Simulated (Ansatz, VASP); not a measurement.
## Ru in VASP and in Ansatz

INCAR

```
SYSTEM = Ru
ALGO = Fast
EDIFF = 1E-6
ENCUT = 520
GGA = PS
ISIF = 2
ISMEAR = 0
LASPH = .TRUE.
LCHARG = .FALSE.
LREAL = .FALSE.
LWAVE = .FALSE.
NBANDS = 21
NELM = 80
PREC = Accurate
SIGMA = 0.15
```

The input KPOINTS:

```
k-points
0
G
  24 24 12
  0 0 0
```

The input POSCAR:

```
Ru
1.0
    2.7057993342      0.0000000000      0.0000000000
   -1.3528996671      2.3432909610      0.0000000000
    0.0000000000      0.0000000000      4.2176715000
Ru
2
Direct
    0.3333333333      0.6666666667      0.2500000000
    0.6666666667      0.3333333333      0.7500000000
```

Input for Ansatz:

```yaml
crystal:
  lattice:
    - [2.7057993342, 0.0, 0.0]
    - [-1.3528996671, 2.343290961, 0.0]
    - [0.0, 0.0, 4.2176715]
  atoms:
    - { symbol: Ru, position: [0.3333333333, 0.6666666667, 0.25] }
    - { symbol: Ru, position: [0.6666666667, 0.3333333333, 0.75] }
basis:
  ecutwfc: 420
kpoints:
  mp_grid: { grid: [24, 24, 12] }
hamiltonian:
  xc: pbesol
scf:
  occupations: { method: gaussian, width: 0.15 }
output:
  forces: true
  stress: true
  eigenvalues: true
```

Change from the starting cell: strain +0.000 along x and y, -0.015 along z, atoms carried along.

Alike in both runs: task single point; functional PBEsol; k mesh 24 × 24 × 12; occupations gaussian, width 0.15 eV; no spin polarisation.

|  | VASP | Ansatz |
| --- | --- | --- |
| version | VASP 6.6.1 | Ansatz 0.2.0 |
| potentials or method | VASP PAW PBE potentials, release 64 (Ru_pv), cutoff 520 eV | scalar-relativistic, plane waves, PAW |
| valence electrons in the cell | 28 | 32 |

VASP gave:

```
gap on the k mesh at the Fermi level (eV)                     : none
pressure (GPa)                                                : -1.1
traceless stress, the component that is largest in VASP (GPa) : 3.86
```

Question: Estimate Ansatz's values.

Answer: gap on the k mesh at the Fermi level (eV): none; pressure (GPa): -1.0; traceless stress, the component that is largest in VASP (GPa): 3.84.

VASP's potentials were made for PBE, not for PBEsol. A gap of «none» marks a metal or a gap that the smearing closes. VASP's potentials hold 28 valence electrons a cell and Ansatz's 32, so a difference there can come from the potentials and not from the codes.
